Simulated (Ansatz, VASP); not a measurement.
# SnSe in VASP and in Ansatz

Contents of INCAR:

```
ALGO     = Normal         # electronic algorithm
EDIFF    = 1E-6           # SCF threshold, eV
ENCUT    = 520            # plane-wave cutoff, eV
GGA      = PE             # functional
ISIF     = 2              # what is computed and relaxed
ISMEAR   = -1             # smearing method
LASPH    = T              # aspherical terms in the spheres
LCHARG   = F              # write CHGCAR
LREAL    = F              # projectors in reciprocal space
LWAVE    = F              # write WAVECAR
NBANDS   = 17             # bands
NELM     = 100            # most SCF steps
PREC     = Accurate       # precision mode
SIGMA    = 0.02           # smearing width, eV
```

KPOINTS

```
k-points
0
Gamma
  9 9 9
```

Contents of POSCAR:

```
SnSe
1.0
    0.0000000000      3.0100000000      3.0401000000
    3.0100000000      0.0000000000      3.0401000000
    3.0100000000      3.0100000000      0.0000000000
Sn Se
1 1
Direct
    0.0000000000      0.0000000000      0.0000000000
    0.5000000000      0.5000000000      0.5000000000
```

Input for Ansatz:

```yaml
crystal:
  lattice:
    - [0.0, 3.01, 3.0401]
    - [3.01, 0.0, 3.0401]
    - [3.01, 3.01, 0.0]
  atoms:
    - { symbol: Sn, position: [0.0, 0.0, 0.0] }
    - { symbol: Se, position: [0.5, 0.5, 0.5] }
kpoints:
  mp_grid: { grid: [9, 9, 9] }
  band_path:
    path:
      - [0.0, 0.0, 0.0]
      - [0.0, 0.5, 0.5]
      - [0.25, 0.75, 0.5]
      - [0.0, 0.5, 0.0]
      - [0.0, 0.0, 0.0]
      - [0.5, 0.5, 0.0]
      - [0.3725370062, 0.6274629938, 0.0]
      - [-0.3725370062, 0.3725370062, 0.0]
      - [0.0, 0.0, 0.0]
    npoints: 5
scf:
  occupations: { method: fermi_dirac, width: 0.02 }
hamiltonian:
  xc: pbe
  pseudopotentials: { kind: all_electron, lapw: { basis_error: 0.00025 } }
output:
  forces: true
  stress: true
  eigenvalues: true
```

Change from the starting cell: zz strain of +1 %.

Alike in both runs: task single point; functional PBE; k mesh 9 × 9 × 9; occupations fermi-dirac, width 0.02 eV; no spin polarisation.

```csv
,VASP,Ansatz
version,VASP 6.6.1,Ansatz 0.2.0
potentials or method,"VASP PAW PBE potentials, release 64 (Sn_d, Se), cutoff 520 eV","all-electron LAPW, scalar-relativistic"
```

```csv
,VASP,Ansatz,Ansatz less VASP
pressure (GPa),0.5,0.5,+0.01
"traceless stress, the component that is largest in VASP (GPa)",-0.76,-0.76,+0.003
```

Ansatz ran all-electron here, and VASP with PAW potentials.
